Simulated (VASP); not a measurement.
# B (I4/mcm) in VASP: notebook, part 2 of 2

VASP 6.6.1. The steps go on from the part before.

**5. Single point, PBE**

This run uses another cell than the first one, of 11.91 Å³/atom, 1.524 times its volume.

File INCAR:

```
ALGO = Normal ; EDIFF = 1E-7
ENCUT = 520 ; GGA = PE
ISIF = 2 ; ISMEAR = 0
LASPH = True ; LCHARG = False
LREAL = False ; LWAVE = False
NBANDS = 14 ; NELM = 60
PREC = Accurate ; SIGMA = 0.1
```

File KPOINTS:

```
k-points
0
Gamma
  20 20 20
```

File POSCAR:

```
B
1.0
   -1.6353092387      1.6353092387      4.4537423332
    1.6353092387     -1.6353092387      4.4537423332
    1.6353092387      1.6353092387     -4.4537423332
B
4
Direct
    0.6720829555      0.1720829555      0.8441659109
    0.3279170445      0.8279170445      0.1558340891
    0.8279170445      0.6720829555      0.5000000000
    0.1720829555      0.3279170445      0.5000000000
```

Started as:

```console
$ cat potpaw_PBE.64/B/POTCAR > POTCAR
$ mpirun -np 1 vasp_std > vasp.out
```

Run time: 5.4 min. Hardware: 1 thread of Intel Xeon 6975P-C (Granite Rapids), shared host; peak memory 0.46 GiB.

Results (log left out):

| Property | Result |
| --- | --- |
| Free energy | -24.0257 eV |
| Pressure | 0.0 GPa |
| Largest force | 0.006 eV/Å |
| Band gap on the k mesh | zero (band 6 reaches 3.63 eV, above the bottom of band 7 at 2.19 eV) |

Forces in eV/Å, atoms in the order of the input:
```
B    0.004  0.004  0.000
B   -0.004 -0.004  0.000
B    0.004 -0.004  0.000
B   -0.004  0.004  0.000
```

Levels at points of the mesh, in eV from the Fermi level:
```tsv
k point	band 3	band 4	band 5	band 6	band 7	band 8	band 9	band 10
(0.00, 0.00, 0.00)	-6.61	-6.35	-4.69	-4.69	2.54	4.63	4.63	5.19
(0.50, 0.00, 0.00)	-6.67	-6.67	-3.37	-3.37	0.92	0.92	6.71	6.71
(0.50, 0.50, 0.00)	-10.89	-10.85	-1.18	-0.72	0.67	1.30	7.36	7.64
(0.50, 0.50, 0.50)	-6.95	-6.62	-4.71	-4.71	4.96	4.96	5.18	5.91
```

**6. Single point, PBE**

This run uses another cell than the first one, of 11.91 Å³/atom, 1.524 times its volume.

File INCAR:

```
SYSTEM = B
PREC     = Accurate       ! precision mode
ENCUT    = 520            ! plane-wave cutoff, eV
EDIFF    = 1E-7           ! SCF threshold, eV
ISMEAR   = 0              ! smearing method
SIGMA    = 0.1            ! smearing width, eV
LREAL    = .FALSE.        ! projectors in reciprocal space
LASPH    = .TRUE.         ! aspherical terms in the spheres
NELM     = 100            ! most SCF steps
ALGO     = Normal         ! electronic algorithm
ISIF     = 2              ! what is computed and relaxed
LWAVE    = .FALSE.        ! write WAVECAR
LCHARG   = .FALSE.        ! write CHGCAR
GGA      = PE             ! functional
NBANDS   = 14             ! bands
```

File KPOINTS:

```
Automatic mesh
0
G
  20 20 20
  0 0 0
```

POSCAR is that of step 5.

Potentials or basis: VASP PAW PBE potentials, release 64 (B).

Started as:

```console
$ cat potpaw_PBE.64/B/POTCAR > POTCAR
$ mpirun -np 1 vasp_std > vasp.out
```

OUTCAR:

```text
SYSTEM = B
   PREC = Accurate
   ENCUT = 520
   EDIFF = 1E-7
   ISMEAR = 0
   LREAL = .FALSE.
   LASPH = .TRUE.
   NELM = 100
   ISIF = 2
   GGA = PE

 ion  position               nearest neighbor table
   1  0.672  0.172  0.844-   2 1.59   3 1.71   4 1.71   4 1.71   3 1.71
   2  0.328  0.828  0.156-   1 1.59   3 1.71   4 1.71   4 1.71   3 1.71
   3  0.828  0.672  0.500-   4 1.59   1 1.71   2 1.71   1 1.71   2 1.71
   4  0.172  0.328  0.500-   3 1.59   1 1.71   2 1.71   2 1.71   1 1.71

  LATTYP: Found a body centered tetragonal cell.
 ALAT       =     3.2706184774
 C/A-ratio  =     2.7234863155

  Lattice vectors:

 A1 = (  -1.6353092387,   1.6353092387,   4.4537423332)
 A2 = (   1.6353092387,  -1.6353092387,   4.4537423332)
 A3 = (   1.6353092387,   1.6353092387,  -4.4537423332)

Analysis of symmetry for initial positions (statically):
=====================================================================
 Subroutine PRICEL returns:
 Original cell was already a primitive cell.

 Routine SETGRP: Setting up the symmetry group for a
[... 192 lines left out ...]
      9       7.3737      0.00000
     10       7.9271      0.00000
     11       8.2733      0.00000
     12       8.7488      0.00000
     13       8.7488      0.00000
     14      13.8087      0.00000
[... 377 lines left out ...]
      1     -11.8399      2.00000
      2      -9.1257      2.00000
      3      -4.8195      2.00000
      4      -3.0988      2.00000
      5      -2.0864      2.00000
      6       1.4650      2.00000
      7       2.6624      1.73587
      8       4.5647      0.00000
      9       7.3337      0.00000
     10       8.4110      0.00000
     11       9.2546      0.00000
     12      10.4907      0.00000
     13      12.8811      0.00000
     14      13.2867      0.00000

 [... further k-points ...]

------------------------ aborting loop because EDIFF is reached ----------------------------------------

  FORCE on cell =-STRESS in cart. coord.  units (eV):
  Direction    XX          YY          ZZ          XY          YZ          ZX
  --------------------------------------------------------------------------------------
  -------------------------------------------------------------------------------------
  Total       -0.0038355     -0.0038355     -0.0187521      0.0000000      0.0000000      0.0000000
  in kB       -0.1289877     -0.1289877     -0.6306307      0.0000000      0.0000000      0.0000000
  external PRESSURE =      -0.2962021 kB  Pullay stress =       0.0000000 kB

 VOLUME and BASIS-vectors are now :
 -----------------------------------------------------------------------------
  energy-cutoff  :      520.00
  volume of cell :       47.64
      direct lattice vectors                 reciprocal lattice vectors
    -1.635309239  1.635309239  4.453742333     0.000000000  0.305752568  0.112265139
     1.635309239 -1.635309239  4.453742333     0.305752568  0.000000000  0.112265139
     1.635309239  1.635309239 -4.453742333     0.305752568  0.305752568  0.000000000

 POSITION                                       TOTAL-FORCE (eV/Angst)
 -----------------------------------------------------------------------------------
      0.56282      2.19813      0.00000         0.004378      0.004378      0.000000
      1.07249     -0.56282      4.45374        -0.004378     -0.004378     -0.000000
      0.56282      1.07249      4.45374         0.004378     -0.004378     -0.000000
      1.07249      0.56282      0.00000        -0.004378      0.004378     -0.000000
 -----------------------------------------------------------------------------------
    total drift:                               -0.000000     -0.000000      0.000000

  FREE ENERGIE OF THE ION-ELECTRON SYSTEM (eV)
  ---------------------------------------------------
  free  energy   TOTEN  =       -24.0256831156 eV

  energy  without entropy=      -24.0230041505  energy(sigma->0) =      -24.02434363
```

OSZICAR:

```text
N       E                     dE             d eps       ncg     rms          rms(c)
DAV:   1     0.190750300687E+02    0.19075E+02   -0.52515E+03 17956   0.726E+02
DAV:   2    -0.244786013136E+02   -0.43554E+02   -0.40834E+02 24844   0.148E+02
DAV:   3    -0.260377398342E+02   -0.15591E+01   -0.15405E+01 22468   0.241E+01
DAV:   4    -0.260477956095E+02   -0.10056E-01   -0.10054E-01 21884   0.229E+00
DAV:   5    -0.260479157559E+02   -0.12015E-03   -0.12014E-03 22970   0.228E-01    0.640E+00
DAV:   6    -0.245810675951E+02    0.14668E+01   -0.79285E-01 21950   0.491E+00    0.366E+00
DAV:   7    -0.240094047929E+02    0.57166E+00   -0.13090E+00 22304   0.599E+00    0.652E-01
DAV:   8    -0.240266054842E+02   -0.17201E-01   -0.66265E-02 21188   0.147E+00    0.244E-01
DAV:   9    -0.240255030760E+02    0.11024E-02   -0.51377E-03 20624   0.394E-01    0.815E-02
DAV:  10    -0.240255719016E+02   -0.68826E-04   -0.47602E-04 22238   0.127E-01    0.258E-02
DAV:  11    -0.240256820063E+02   -0.11010E-03   -0.11349E-04 19658   0.602E-02    0.306E-03
DAV:  12    -0.240256826312E+02   -0.62483E-06   -0.94296E-07 23262   0.659E-03    0.157E-03
DAV:  13    -0.240256831047E+02   -0.47351E-06   -0.22269E-07 20402   0.344E-03    0.230E-04
DAV:  14    -0.240256831156E+02   -0.10974E-07   -0.79624E-09 16900   0.565E-04
   1 F= -.24025683E+02 E0= -.24024344E+02  d E =-.267897E-02
```

Wall time 7.3 min (1 thread of Intel Xeon 6975P-C (Granite Rapids), shared host); peak memory 0.46 GiB.

What came out:

- Free energy: -24.0257 eV
- Pressure: 0.0 GPa
- Largest force: 0.006 eV/Å
- Band gap on the k mesh: zero (band 6 reaches 3.63 eV, above the bottom of band 7 at 2.19 eV)

Forces on the atoms (eV/Å):
```
B    0.004  0.004  0.000
B   -0.004 -0.004  0.000
B    0.004 -0.004  0.000
B   -0.004  0.004  0.000
```

**7. Overview**

```csv
task,cell,k mesh,cutoff (eV),gap on the mesh (eV),pressure (GPa),largest force (eV/Å)
single point,"a = 3.626 Å, angles 124.3, 124.3, 82.7°, 4 atoms",8 × 8 × 8,520,none,9.3,2.83
single point,"a = 4.979 Å, angles 141.6, 141.6, 55.5°, 4 atoms",8 × 8 × 8,520,none,0.0,-
relaxation of cell and atoms,"relaxed from a = 3.626 Å, angles 124.3, 124.3, 82.7°, 4 atoms",8 × 8 × 8,600,none,0.1,0.01
single point,"a = 5.018 Å, angles 142.0, 142.0, 54.9°, 4 atoms",20 × 20 × 20,520,none,0.0,0.01
```

Alike in all rows: level PBE; potentials or basis VASP PAW PBE potentials, release 64 (B); no spin polarisation; smearing gaussian 0.1 eV.

Caveats: forces of over 1 eV/Å act on the atoms, so gaps and moduli don't describe the material at rest (some runs); the volume moved by over 15 % at a fixed basis, so the end points are rough (some runs).

Absolute energies hang on the potentials; compare differences alone.
